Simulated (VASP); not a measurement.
Runs of VASP 6.6.1 on Ag. The structure is that of space group Fm-3m (No. 225), or close to it. The cells are those of the table. 

```csv
cell,gap on the mesh (eV),pressure (GPa)
"a = 2.781, b = 2.781, c = 2.745 Å, angles 60.4, 60.4, 59.1°, 1 atom",none,16.3
"a = 2.817 Å, angles 60.0°, 1 atom",none,6.9
"a = 2.745 Å, angles 60.0°, 1 atom",none,21.9
"a = 3.034 Å, angles 60.0°, 1 atom",none,-12.5
"a = 2.855, b = 2.855, c = 2.745 Å, angles 61.3, 61.3, 57.5°, 1 atom",none,7.5
"a = 2.853, b = 2.853, c = 2.817 Å, angles 60.4, 60.4, 59.2°, 1 atom",none,(b)
"a = 2.853, b = 2.853, c = 2.889 Å, angles 59.6, 59.6, 60.8°, 1 atom",none,(a)
"a = 2.781, b = 2.781, c = 2.817 Å, angles 59.6, 59.6, 60.9°, 1 atom",none,11.3
```

Alike in all rows: task single point; level PBEsol; potentials or basis VASP PAW PBE potentials, release 64 (Ag); no spin polarisation; k mesh 20 × 20 × 20; cutoff (eV) 520; smearing gaussian 0.15 eV.

Q: Estimate the missing entries.

A: (a) 0.0; (b) 3.4.

Caveats: the PAW data sets were made with another functional, which shifts forces and pressure a little.

A k mesh can miss the band edges, and the runs leave out spin-orbit coupling on Ag.

A gap of «none» marks levels without a gap at the run's occupations.
